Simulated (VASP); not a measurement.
Set up this calculation in VASP 6.6.1, as the native input.

```
Task                   : single point
Functional             : PBEsol
Potentials or basis    : VASP PAW PBE potentials, release 64 (Sb)
Cutoff                 : 520 eV
k mesh                 : 12 × 12 × 7
Occupations            : fermi-dirac, width 0.05 eV
Spin                   : no spin polarisation
Dipole correction      : no
Further INCAR settings : ALGO = Normal; EDIFF = 1e-06; NBANDS = 12
```

The structure of Sb lies in POSCAR:

```
Sb
1.0
    3.3690001795      0.0168450009      0.0168450009
   -1.6699118911      2.9092172404      0.0061656983
    0.0266500000      0.0266500000      5.3300000000
Sb
2
Direct
    0.3333333333      0.6666666667      0.2500000000
    0.6666666667      0.3333333333      0.7500000000
```

This cell differs from its parent crystal: equal xy, yz and zx shear strains of +1 %.

One way to write it, as run:

INCAR

```
PREC = Accurate
ENCUT = 520
EDIFF = 1E-6
ISMEAR = -1
SIGMA = 0.05
LREAL = False
LASPH = True
NELM = 60
ALGO = Normal
ISIF = 2
LWAVE = False
LCHARG = True
GGA = PS
LELF = True
LVHAR = True
NBANDS = 12
```

KPOINTS

```
regular mesh
0
Gamma
  12 12 7
```

Potentials or basis: VASP PAW PBE potentials, release 64 (Sb).

Launch:

```sh
$ cat potpaw_PBE.64/Sb/POTCAR > POTCAR
$ mpirun -np 1 vasp_std > vasp.out
```

It gave:

* Pressure: -0.2 GPa
* Largest force: 0.016 eV/Å
* Band gap on the k mesh: zero (band 5 reaches 12.70 eV, above the bottom of band 6 at 5.80 eV)

Caveat: the cell differs from its parent crystal (equal xy, yz and zx shear strains of +1 %); the PAW data sets were made with another functional, which shifts forces and pressure a little; spin-orbit coupling is left out, which moves the levels of the heavy elements.

Run time: 74 s on 1 thread of Intel(R) Xeon(R) 6975P-C (Granite Rapids), with other jobs on the host, peak memory 0.39 GiB.
